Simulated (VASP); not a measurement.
A run of VASP 6.6.1:

Contents of INCAR:

```
SYSTEM = TiSe2
PREC = Accurate
ENCUT = 500
EDIFF = 1E-6
ISMEAR = 1
SIGMA = 0.2
LREAL = .False.
LASPH = .True.
NELM = 120
ALGO = Normal
ISIF = 2
LWAVE = .False.
LCHARG = .False.
GGA = PS
NBANDS = 19
GGA_COMPAT = .False.
```

The input KPOINTS:

```
Automatic mesh
0
Gamma
  6 6 3
  0 0 0
```

POSCAR

```
TiSe2
1.0
    3.5360000000      0.0000000000      0.0000000000
   -1.7680000000      3.0622658278      0.0000000000
    0.0000000000      0.0000000000      6.0040000000
Ti Se
1 2
Direct
    0.0000000000      0.0000000000      0.0000000000
    0.3333333333      0.6666666667      0.2552000000
    0.6666666667      0.3333333333      0.7448000000
```

Potentials or basis: VASP PAW PBE potentials, release 64 (Ti_sv, Se).

Command:

```sh
$ cat potpaw_PBE.64/Ti_sv/POTCAR potpaw_PBE.64/Se/POTCAR > POTCAR
$ mpirun -np 1 vasp_std > vasp.out
```

Hardware: 1 thread of Intel Xeon 8259CL, on a shared host.

Question: How long does it take, and how much memory?

Answer: It took 52 s on 1 thread of Intel Xeon 8259CL, with other jobs on the host, peak memory 0.19 GiB. Counts: scf iterations 16, k points 17.
